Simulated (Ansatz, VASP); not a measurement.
# LiF: VASP beside Ansatz

The input INCAR:

```
  PREC = Accurate
  ENCUT = 750
  EDIFF = 1E-6
  ISMEAR = 0
  SIGMA = 0.02
  LREAL = F
  LASPH = T
  NELM = 120
  ALGO = Normal
  ISIF = 2
  LWAVE = F
  LCHARG = T
  GGA = PE
  LELF = T
  LVHAR = T
  NBANDS = 12
  GGA_COMPAT = F
```

KPOINTS

```
regular mesh
0
Gamma
  10 10 10
```

The input POSCAR:

```
LiF
1.0
    0.0000000000      2.0728737079      2.0728737079
    2.0728737079      0.0000000000      2.0728737079
    2.0728737079      2.0728737079      0.0000000000
Li F
1 1
Direct
    0.0000000000      0.0000000000      0.0000000000
    0.5000000000      0.5000000000      0.5000000000
```

Input for Ansatz:

```yaml
crystal:
  lattice:
    - [0.0, 2.0728737079, 2.0728737079]
    - [2.0728737079, 0.0, 2.0728737079]
    - [2.0728737079, 2.0728737079, 0.0]
  atoms:
    - { symbol: Li, position: [0.0, 0.0, 0.0] }
    - { symbol: F, position: [0.5, 0.5, 0.5] }
basis: {}
kpoints:
  mp_grid: { grid: [10, 10, 10] }
hamiltonian:
  xc: pbe
  pseudopotentials: { kind: all_electron, lapw: {} }
scf:
  occupations: { method: gaussian, width: 0.02 }
output:
  forces: true
  stress: true
  eigenvalues: true
```

Alike in both runs: task single point; functional PBE; k mesh 10 × 10 × 10; occupations gaussian, width 0.02 eV; no spin polarisation.

```csv
,VASP,Ansatz
version,VASP 6.6.1,Ansatz 0.2.0
potentials or method,"VASP PAW PBE potentials, release 64 (Li_sv, F), cutoff 750 eV","scalar-relativistic, all-electron LAPW"
```

```tsv
	VASP	Ansatz	Ansatz less VASP
gap on the k mesh at the Fermi level (eV)	8.35	8.34	-0.007
least direct gap on the mesh (eV)	8.35	8.34	-0.007
pressure (GPa)	-4.0	-3.4	+0.56
```

Ansatz ran all-electron here, and VASP with PAW potentials.
